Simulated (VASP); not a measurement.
A run of VASP 6.6.1:

File INCAR:

```
SYSTEM = Ti2AlC
PREC = Accurate
ENCUT = 520
EDIFF = 1E-7
ISMEAR = 0
SIGMA = 0.15
LREAL = .False.
LASPH = .True.
NELM = 60
ALGO = Normal
ISIF = 2
LWAVE = .False.
LCHARG = .False.
GGA = PS
NBANDS = 41
```

The input KPOINTS:

```
regular mesh
0
Gamma
  18 18 4
  0 0 0
```

Contents of POSCAR:

```
Ti2AlC
1.0
    2.9163931257      0.0000000000      0.0000000000
   -1.4581965628      2.5256705343      0.0000000000
    0.0000000000      0.0000000000     13.0910422058
Ti Al C
4 2 2
Direct
    0.3333333333      0.6666666667      0.0832777519
    0.6666666667      0.3333333333      0.5832777519
    0.6666666667      0.3333333333      0.9167222481
    0.3333333333      0.6666666667      0.4167222481
    0.3333333333      0.6666666667      0.7500000000
    0.6666666667      0.3333333333      0.2500000000
    0.0000000000      0.0000000000      0.0000000000
    0.0000000000      0.0000000000      0.5000000000
```

Potentials or basis: VASP PAW PBE potentials, release 64 (Ti_sv, Al, C).

The run is started by

```console
$ cat potpaw_PBE.64/Ti_sv/POTCAR potpaw_PBE.64/Al/POTCAR potpaw_PBE.64/C/POTCAR > POTCAR
$ mpirun -np 1 vasp_std > vasp.out
```

Hardware: 1 thread of Intel Xeon 8259CL, on a shared host.

**Question.** Estimate the wall time of this run.

**Answer.** Run time: 12 min on 1 thread of Intel Xeon 8259CL, with other jobs on the host, peak memory 0.48 GiB. Counts: scf iterations 17, k points 111.
